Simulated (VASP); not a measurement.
Wanted: the native input for a VASP 6.6.1 run.

```
Task                   : single point
Functional             : r2SCAN
Potentials or basis    : VASP PAW PBE potentials, release 64 (Sn_d)
Cutoff                 : 550 eV
k mesh                 : 16 × 16 × 16
Occupations            : gaussian, width 0.05 eV
Spin                   : no spin polarisation
Dipole correction      : no
Further INCAR settings : ALGO = Normal; EDIFF = 1e-06; NBANDS = 13
```

Crystal: Sn.

```
CELL_PARAMETERS angstrom
0.00000 2.40527 2.40527
2.40527 0.00000 2.40527
2.40527 2.40527 0.00000
ATOMIC_POSITIONS crystal
Sn 0.00000 0.00000 0.00000
```

This isn't the form of Sn at room conditions, which is tetragonal (white tin).

One way to write it, as run:

POSCAR

```
Sn
1.0
    0.0000000000      2.4052707366      2.4052707366
    2.4052707366      0.0000000000      2.4052707366
    2.4052707366      2.4052707366      0.0000000000
Sn
1
Direct
    0.0000000000      0.0000000000      0.0000000000
```

INCAR.step1

```
ALGO     = Normal         # electronic algorithm
EDIFF    = 1E-5           # SCF threshold, eV
ENCUT    = 550            # plane-wave cutoff, eV
GGA      = PE             # functional
GGA_COMPAT= False        
ISMEAR   = 0              # smearing method
LASPH    = True           # aspherical terms in the spheres
LCHARG   = False          # write CHGCAR
LREAL    = False          # projectors in reciprocal space
LWAVE    = True           # write WAVECAR
NBANDS   = 13             # bands
NELM     = 120            # most SCF steps
PREC     = Accurate       # precision mode
SIGMA    = 0.05           # smearing width, eV
```

INCAR.step2

```
ALGO     = Normal         # electronic algorithm
EDIFF    = 1E-6           # SCF threshold, eV
ENCUT    = 550            # plane-wave cutoff, eV
GGA_COMPAT= False        
ISIF     = 2              # what is computed and relaxed
ISMEAR   = 0              # smearing method
ISTART   = 1            
LASPH    = True           # aspherical terms in the spheres
LCHARG   = False          # write CHGCAR
LMIXTAU  = True         
LREAL    = False          # projectors in reciprocal space
LWAVE    = False          # write WAVECAR
METAGGA  = R2SCAN         # meta-GGA
NBANDS   = 13             # bands
NELM     = 120            # most SCF steps
PREC     = Accurate       # precision mode
SIGMA    = 0.05           # smearing width, eV
```

KPOINTS

```
k-points
0
Gamma
  16 16 16
```

Potentials or basis: VASP PAW PBE potentials, release 64 (Sn_d).

Run with:

```console
$ cat potpaw_PBE.64/Sn_d/POTCAR > POTCAR
$ cp INCAR.step1 INCAR
$ mpirun -np 1 vasp_std > vasp.out
$ cp INCAR.step2 INCAR
$ mpirun -np 1 vasp_std > vasp.out
```

It gave:

```json
{
 "Pressure": "-0.9 GPa",
 "Band gap on the k mesh": "zero (bands 7 and 8 overlap by 9.96 eV)"
}
```

Caveat: the PAW data sets were made with another functional, which shifts forces and pressure a little; spin-orbit coupling is left out, which moves the levels of the heavy elements.

Run time: 100 s on 1 thread of Intel(R) Xeon(R) 6975P-C (Granite Rapids), with other jobs on the host, peak memory 0.2 GiB.
